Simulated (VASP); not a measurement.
A run of VASP 6.6.1:

The input INCAR:

```
PREC = Accurate ; ENCUT = 520
EDIFF = 1E-6 ; ISMEAR = 0
SIGMA = 0.02 ; LREAL = F
LASPH = T ; NELM = 80
ALGO = Normal ; ISIF = 2
LWAVE = F ; LCHARG = F
GGA = PE ; NBANDS = 11
```

The input KPOINTS:

```
Automatic mesh
0
Gamma
  10 10 10
```

File POSCAR:

```
AlN
1.0
    0.0000000000      2.1839935596      2.1839935596
    2.1839935596      0.0000000000      2.1839935596
    2.1839935596      2.1839935596      0.0000000000
Al N
1 1
Direct
    0.0000000000      0.0000000000      0.0000000000
    0.2500000000      0.2500000000      0.2500000000
```

Potentials or basis: VASP PAW PBE potentials, release 64 (Al, N).

The run is started by

```console
$ cat potpaw_PBE.64/Al/POTCAR potpaw_PBE.64/N/POTCAR > POTCAR
$ mpirun -np 1 vasp_std > vasp.out
```

Hardware: 1 thread of AMD EPYC 7R43 64-Core Processor (Zen 3), on a shared host.

Question: How long does it take, and how much memory?

Answer: It took 8.3 s on 1 thread of AMD EPYC 7R43 64-Core Processor (Zen 3) (shared host), peak memory 0.1 GiB. Counts: scf iterations 12, k points 47.
